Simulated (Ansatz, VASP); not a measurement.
# MgZrH4 in VASP and in Ansatz

```
CELL_PARAMETERS angstrom
3.30579 0.00000 0.00000
0.00000 3.30579 0.00000
0.00000 0.00000 4.90769
ATOMIC_POSITIONS crystal
Mg 0.00000 0.00000 0.00000
Zr 0.50000 0.50000 0.50000
H 0.50000 0.00000 0.24775
H 0.50000 0.00000 0.75225
H 0.00000 0.50000 0.24775
H 0.00000 0.50000 0.75225
```

Change from the starting cell: species swapped into the VBiO4 type (C2, No. 5).

Alike in both runs: functional PBE; k mesh 10 × 10 × 6; occupations gaussian, width 0.1 eV; no spin polarisation.

Ansatz relaxed the structure, and its values are those at the end. VASP's run is a single point on that final structure, the one shown.

|  | VASP | Ansatz |
| --- | --- | --- |
| version | VASP 6.6.1 | Ansatz 0.2.0 |
| potentials or method | VASP PAW PBE potentials, release 64 (Mg, Zr_sv, H), cutoff 520 eV | scalar-relativistic, plane waves, PAW |
| valence electrons in the cell | 18 | 26 |

```tsv
	VASP	Ansatz	Ansatz less VASP
gap on the k mesh at the Fermi level (eV)	none	none	-
pressure (GPa)	-0.2	0.0	+0.22
rms of the force components (eV/Å)	0.004	0.001	-0.0036
```

A gap of «none» marks a metal or a gap that the smearing closes. The functional is the same, so the differences come from potentials, cutoffs and numerics. VASP's potentials hold 18 valence electrons a cell and Ansatz's 26, so a difference there can come from the potentials and not from the codes.
